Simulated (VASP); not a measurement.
Write the native input for VASP 6.6.1 that does the following.

```
Task                   : single point
Functional             : LDA
Potentials or basis    : VASP PAW LDA potentials, release 64 (Sb)
Cutoff                 : 500 eV
k mesh                 : 9 × 9 × 9
Occupations            : methfessel-paxton, width 0.05 eV
Spin                   : no spin polarisation
Dipole correction      : no
Further INCAR settings : ALGO = Normal; EDIFF = 1e-06; NBANDS = 8
```

The structure of Sb lies in POSCAR:

```
Sb
1.0
    3.0954921035      0.0000000000      0.0000000000
    0.0000000000      3.0954921035      0.0000000000
    0.0000000000      0.0000000000      3.0954921035
Sb
1
Direct
    0.0000000000      0.0000000000      0.0000000000
```

One way to write it, as run:

INCAR

```
SYSTEM = Sb
ALGO = Normal
EDIFF = 1E-6
ENCUT = 500
GGA = CA
GGA_COMPAT = .FALSE.
ISIF = 2
ISMEAR = 1
LASPH = .TRUE.
LCHARG = .FALSE.
LREAL = .FALSE.
LWAVE = .FALSE.
NBANDS = 8
NELM = 120
PREC = Accurate
SIGMA = 0.05
```

KPOINTS

```
k-points
0
G
  9 9 9
  0 0 0
```

Potentials or basis: VASP PAW LDA potentials, release 64 (Sb).

Launch:

```bash
$ cat potpaw_LDA.64/Sb/POTCAR > POTCAR
$ mpirun -np 1 vasp_std > vasp.out
```

It gave:

The pressure is -3.3 GPa.

It used 6.6 s of CPU time on 1 thread of AMD EPYC 7R13 Processor (Zen 3) (shared host).
